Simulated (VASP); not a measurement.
Write the native input for VASP 6.6.1 that does the following.

```
Task                            : G0W0 quasiparticle levels
Functional                      : PBE
Potentials or basis             : VASP PAW PBE potentials, release 64 (C_GW)
Cutoff                          : 500 eV
k mesh                          : 2 × 2 × 2
Occupations                     : gaussian, width 0.01 eV
Spin                            : no spin polarisation
Dipole correction               : no
GW scheme                       : G0W0
GW iterations                   : 1
Cutoff of the response function : 180
Frequency points                : 48
Empty bands                     : 110
Further INCAR settings          : ALGO = EVGW0; EDIFF = 1e-08; NBANDS = 114
```

The system is C.

```
C
1.0
     0.00000    1.78350    1.78350
     1.78350    0.00000    1.78350
     1.78350    1.78350    0.00000
C
2
Direct
  0.00000 0.00000 0.00000
  0.25000 0.25000 0.25000
```

One way to write it, as run:

POSCAR

```
C
1.0
    0.0000000000      1.7835000000      1.7835000000
    1.7835000000      0.0000000000      1.7835000000
    1.7835000000      1.7835000000      0.0000000000
C
2
Direct
    0.0000000000      0.0000000000      0.0000000000
    0.2500000000      0.2500000000      0.2500000000
```

INCAR.step1

```
SYSTEM = C
ALGO     = Normal         ! electronic algorithm
EDIFF    = 1E-8           ! SCF threshold, eV
ENCUT    = 500            ! plane-wave cutoff, eV
GGA      = PE             ! functional
ISMEAR   = 0              ! smearing method
LASPH    = .True.         ! aspherical terms in the spheres
LCHARG   = .False.        ! write CHGCAR
LREAL    = .False.        ! projectors in reciprocal space
LWAVE    = .True.         ! write WAVECAR
NELM     = 80             ! most SCF steps
PREC     = Accurate       ! precision mode
SIGMA    = 0.01           ! smearing width, eV
```

INCAR.step2

```
SYSTEM = C
ALGO     = Exact          ! electronic algorithm
EDIFF    = 1E-8           ! SCF threshold, eV
ENCUT    = 500            ! plane-wave cutoff, eV
GGA      = PE             ! functional
ISMEAR   = 0              ! smearing method
ISTART   = 1            
LASPH    = .True.         ! aspherical terms in the spheres
LCHARG   = .False.        ! write CHGCAR
LOPTICS  = .True.         ! frequency-dependent dielectric function
LREAL    = .False.        ! projectors in reciprocal space
LWAVE    = .True.         ! write WAVECAR
NBANDS   = 114            ! bands
NELM     = 1              ! most SCF steps
PREC     = Accurate       ! precision mode
SIGMA    = 0.01           ! smearing width, eV
```

INCAR.step3

```
SYSTEM = C
ALGO     = EVGW0          ! electronic algorithm
EDIFF    = 1E-8           ! SCF threshold, eV
ENCUT    = 500            ! plane-wave cutoff, eV
ENCUTGW  = 180.0          ! cutoff of the response function
GGA      = PE             ! functional
ISMEAR   = 0              ! smearing method
ISTART   = 1            
LASPH    = .True.         ! aspherical terms in the spheres
LCHARG   = .False.        ! write CHGCAR
LREAL    = .False.        ! projectors in reciprocal space
LWAVE    = .False.        ! write WAVECAR
NBANDS   = 114            ! bands
NBANDSGW = 12           
NELMGW   = 1            
NOMEGA   = 48             ! frequency points
PREC     = Accurate       ! precision mode
PRECFOCK = Fast         
SIGMA    = 0.01           ! smearing width, eV
```

KPOINTS

```
k-points
0
Gamma
  2 2 2
  0 0 0
```

Potentials or basis: VASP PAW PBE potentials, release 64 (C_GW).

Launch:

```console
$ cat potpaw_PBE.64/C_GW/POTCAR > POTCAR
$ cp INCAR.step1 INCAR
$ mpirun -np 1 vasp_std > vasp.out
$ cp INCAR.step2 INCAR
$ mpirun -np 1 vasp_std > vasp.out
$ cp INCAR.step3 INCAR
$ mpirun -np 1 vasp_std > vasp.out
```

It gave:

| Quantity | Value |
| --- | --- |
| Band gap on the k mesh, mean-field level | 4.56 eV, indirect (least direct gap 5.50 eV) |
| Quasiparticle gap | 5.37 eV |
| Least direct quasiparticle gap | 6.99 eV |

Caveat: the k points lie up to 1.53 Å⁻¹ apart; bands, screening cutoff and mesh are small and nothing is extrapolated, so the quasiparticle values aren't converged.

It took 7.6 s on 1 thread of Intel Xeon 8259CL, with other jobs on the host, peak memory 0.12 GiB.
